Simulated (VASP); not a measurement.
GaN: single point with PBE

Crystal: GaN.

```
Ga N
1.0
     0.00000    2.15069    2.15069
     2.15069    0.00000    2.15069
     2.15069    2.15069    0.00000
Ga N
1 1
Cartesian
  0.0000 0.0000 0.0000
  2.1507 2.1507 2.1507
```

This cell differs from its parent crystal: strain +2.0%.

```yaml
Program: VASP 6.6.1
Task: single point
Functional: PBE
Potentials_or_basis: VASP PAW PBE potentials, release 64 (Ga_d, N)
Cutoff: 520 eV
k_mesh: 10 × 10 × 10
Occupations: fermi-dirac, width 0.02 eV
Spin: no spin polarisation
Dipole_correction: no
Further_INCAR_settings: ALGO = Normal; EDIFF = 1e-06; NBANDS = 16
```

The pressure is -3.9 GPa. The band gap on the k mesh is 0.29 eV, indirect (least direct gap 2.11 eV).

Levels at points of the mesh, in eV from the valence-band top:
```tsv
k point	band 6	band 7	band 8	band 9	band 10	band 11	band 12	band 13
(0.00, 0.00, 0.00)	-13.90	-0.43	-0.43	-0.43	1.68	14.45	14.45	14.45
(0.50, 0.00, 0.00)	-13.79	-7.95	-0.14	-0.14	4.50	8.75	8.82	8.82
(0.50, 0.50, 0.00)	-11.08	-6.70	-2.82	-2.82	0.29	7.80	11.43	13.86
```

Wall time 40 s on 1 thread of AMD EPYC 7R13, on a shared host, peak memory 0.12 GiB.

Caveat: the cell differs from its parent crystal (strain +2.0%). A k mesh can miss the band edges.
